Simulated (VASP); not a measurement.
# Li2S: electric field gradients with LDA

Crystal: Li2S.

```
CELL_PARAMETERS angstrom
0.00000 2.84445 2.84445
2.84445 0.00000 2.84445
2.84445 2.84445 0.00000
ATOMIC_POSITIONS crystal
Li 0.25000 0.25000 0.25000
Li 0.75000 0.75000 0.75000
S 0.00000 0.00000 0.00000
```

This cell differs from its parent crystal: volume scaled by 0.99.

```json
{
 "Program": "VASP 6.6.1",
 "Task": "electric field gradients",
 "Functional": "LDA",
 "Potentials or basis": "VASP PAW LDA potentials, release 64 (Li_sv, S)",
 "Cutoff": "650 eV",
 "k mesh": "7 × 7 × 7",
 "Occupations": "fermi-dirac, width 0.02 eV",
 "Spin": "no spin polarisation",
 "Dipole correction": "no",
 "Further INCAR settings": "ALGO = Normal; EDIFF = 1e-08; NBANDS = 13"
}
```

| Property | Result |
| --- | --- |
| Pressure | -2.8 GPa |
| Band gap on the k mesh | 3.31 eV, indirect (least direct gap 4.09 eV) |

Levels at points of the mesh, in eV from the valence-band top:
```csv
k point,band 4,band 5,band 6,band 7,band 8,band 9
"(0.00, 0.00, 0.00)",0.00,0.00,0.00,4.09,6.02,6.02
```

It took 9 s on 1 thread of Intel(R) Xeon(R) 6975P-C (Granite Rapids), on a shared host, peak memory 0.16 GiB.

Caveat: without QUAD_EFG the Cq values of the log hold for a quadrupole moment of 1 mb, not for the nuclei. A k mesh can miss the band edges.
